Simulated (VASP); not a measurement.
Crystal: SnSe.

```
Sn Se
1.0
    11.42000    0.00000    0.00000
     0.00000    4.19000    0.00000
     0.00000    0.00000    4.46000
Sn Se
4 4
Direct
  0.87700 0.75000 0.90900
  0.62300 0.25000 0.40900
  0.37700 0.75000 0.59100
  0.12300 0.25000 0.09100
  0.64300 0.75000 0.98400
  0.85700 0.25000 0.48400
  0.14300 0.75000 0.51600
  0.35700 0.25000 0.01600
```

* Program: VASP 6.6.1
* Task: relaxation of cell and atoms
* Functional: revPBE
* Dispersion: D3(BJ)
* Potentials or basis: VASP PAW PBE potentials, release 64 (Sn_d, Se)
* Cutoff: 600 eV
* k mesh: 3 × 6 × 6
* Occupations: fermi-dirac, width 0.05 eV
* Spin: no spin polarisation

At the start: pressure -0.5 GPa; volume 26.68 Å³/atom.

Task: Where does the relaxation end?

Result: Over 20 steps the energy falls by 11.7 meV/atom and the volume is 25.63 Å³/atom (-3.9 %); space group Pnma (No. 62, to 0.1 Å) before and after.

Step by step:
```csv
step,energy change (eV),largest force (eV/Å),pressure (GPa),volume (Å³)
1,0.0000,0.3576,-0.50,213.41
2,-0.0555,0.1816,-0.37,210.83
3,-0.0559,0.1729,-0.34,210.59
4,-0.0700,0.1653,-0.05,208.44
5,-0.0823,0.1380,0.75,203.33
6,-0.0892,0.0512,0.39,203.70
7,-0.0903,0.0448,0.17,203.93
8,-0.0903,0.0433,0.18,203.92
9,-0.0912,0.0448,0.08,204.40
10,-0.0918,0.0494,-0.11,205.39
11,-0.0919,0.0485,-0.08,205.23
12,-0.0924,0.0317,-0.03,205.20
13,-0.0926,0.0277,0.02,205.17
14,-0.0926,0.0309,0.03,205.16
15,-0.0928,0.0245,-0.01,205.31
16,-0.0930,0.0138,-0.10,205.58
17,-0.0931,0.0138,-0.07,205.43
18,-0.0933,0.0139,0.01,205.04
19,-0.0933,0.0142,0.01,205.06
20,-0.0933,0.0088,0.00,205.06
```

Final structure:
```
Sn Se
1.0
    11.41828    0.00000    0.00000
     0.00000    4.15390    0.00000
     0.00000    0.00000    4.32328
Sn Se
4 4
Direct
  0.88321 0.75000 0.91506
  0.61679 0.25000 0.41506
  0.38321 0.75000 0.58494
  0.11679 0.25000 0.08494
  0.64276 0.75000 0.97854
  0.85724 0.25000 0.47854
  0.14276 0.75000 0.52146
  0.35724 0.25000 0.02146
```

Caveat: the PAW data sets were made with another functional, which shifts forces and pressure a little.
